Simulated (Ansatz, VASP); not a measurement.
**Two plane-wave programs on CaHf**

The input INCAR:

```
SYSTEM = CaHf
ALGO = Fast
EDIFF = 1E-7
EDIFFG = -0.04
ENCUT = 600
GGA = PE
IBRION = 2
ISIF = 3
ISMEAR = 0
LASPH = .True.
LCHARG = .False.
LREAL = .False.
LWAVE = .False.
NELM = 100
NSW = 90
PREC = Accurate
SIGMA = 0.1
```

Contents of KPOINTS:

```
k-points
0
Gamma
  4 6 4
  0 0 0
```

POSCAR

```
CaHf
1.0
    5.2160358019      0.0000000000      0.0000000000
    0.0000000000      3.4517883983      0.0000000000
    0.0000000000      0.0000000000      5.3256163860
Ca Hf
2 2
Direct
    0.7500000000      0.0000000000      0.6870000000
    0.2500000000      0.0000000000      0.3130000000
    0.7500000000      0.5000000000      0.1880000000
    0.2500000000      0.5000000000      0.8120000000
```

Input for Ansatz:

```yaml
crystal:
  lattice:
    - [5.2160358019, 0.0, 0.0]
    - [0.0, 3.4517883983, 0.0]
    - [0.0, 0.0, 5.325616386]
  atoms:
    - { symbol: Ca, position: [0.75, 0.0, 0.687] }
    - { symbol: Ca, position: [0.25, 0.0, 0.313] }
    - { symbol: Hf, position: [0.75, 0.5, 0.188] }
    - { symbol: Hf, position: [0.25, 0.5, 0.812] }
basis:
  ecutwfc: 420
kpoints:
  mp_grid: { grid: [4, 6, 4] }
hamiltonian:
  xc: pbe
scf:
  occupations: { method: gaussian, width: 0.1 }
  lower_state_search: "off"
output:
  forces: true
  stress: true
  eigenvalues: true
relax:
  adjacent_minimum: "off"
  f_tol: 0.04
  max_steps: 70
  cell: { stress_tol: 0.4 }
```

Alike in both runs: task relaxation of cell and atoms; functional PBE; k mesh 4 × 6 × 4; occupations gaussian, width 0.1 eV; no spin polarisation.

```csv
,VASP,Ansatz
version,VASP 6.6.1,Ansatz 0.2.0
potentials or method,"VASP PAW PBE potentials, release 64 (Ca_sv, Hf_pv), cutoff 600 eV","scalar-relativistic, plane waves, PAW"
valence electrons in the cell,40,72
```

|  | VASP | Ansatz | Ansatz less VASP |
| --- | --- | --- | --- |
| gap on the k mesh at the Fermi level, each at its own relaxed structure (eV) | none | none | - |
| relaxed volume (Å³/atom) | 29.06 | 29.21 | +0.149 |
| relaxed cell length with the largest relative difference (Å) | 6.827 | 6.862 | +0.0348 |

A gap of «none» marks a metal or a gap that the smearing closes. VASP's potentials hold 40 valence electrons a cell and Ansatz's 72, so a difference there can come from the potentials and not from the codes.

Neither program's run includes spin-orbit coupling. Noted on VASP's run: the volume moved by over 15 % at a fixed basis, so the end points are rough.
